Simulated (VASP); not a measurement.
Wanted: the native input for a VASP 6.6.1 run.

- Task: single point
- Functional: PBEsol
- Potentials or basis: VASP PAW PBE potentials, release 64 (Sn_d, O)
- Cutoff: 520 eV
- k mesh: 8 × 5 × 6
- Occupations: fermi-dirac, width 0.05 eV
- Spin: no spin polarisation
- Dipole correction: no
- Further INCAR settings: ALGO = Normal; EDIFF = 1e-06; NBANDS = 28

The structure of SnO lies in POSCAR:

```
SnO
1.0
    3.3550050000      0.0000000000      0.0000000000
    0.0000000000      5.6741040000      0.0000000000
    0.0000000000      0.0000000000      4.2219700000
Sn O
2 2
Direct
    0.5000000000      0.7680910000      0.0131440000
    0.0000000000      0.2319090000      0.5131440000
    0.5000000000      0.1087500000      0.2368570000
    0.0000000000      0.8912500000      0.7368570000
```

These files were run (other wordings do the same):

INCAR

```
PREC = Accurate ; ENCUT = 520
EDIFF = 1E-6 ; ISMEAR = -1
SIGMA = 0.05 ; LREAL = F
LASPH = T ; NELM = 100
ALGO = Normal ; ISIF = 2
LWAVE = F ; LCHARG = F
GGA = PS ; NBANDS = 28
```

KPOINTS

```
regular mesh
0
Gamma
  8 5 6
```

Potentials or basis: VASP PAW PBE potentials, release 64 (Sn_d, O).

Launch:

```sh
$ cat potpaw_PBE.64/Sn_d/POTCAR potpaw_PBE.64/O/POTCAR > POTCAR
$ mpirun -np 1 vasp_std > vasp.out
```

It gave:

```yaml
Pressure: -2.9 GPa
Largest_force: 0.349 eV/Å
Band_gap_on_the_k_mesh: 1.42 eV, indirect (least direct gap 2.01 eV)
```

Caveat: the PAW data sets were made with another functional, which shifts forces and pressure a little; spin-orbit coupling is left out, which moves the levels of the heavy elements.

It took 70 s on 1 thread of Intel(R) Xeon(R) Platinum 8488C (Sapphire Rapids), with other jobs on the host, peak memory 0.25 GiB.
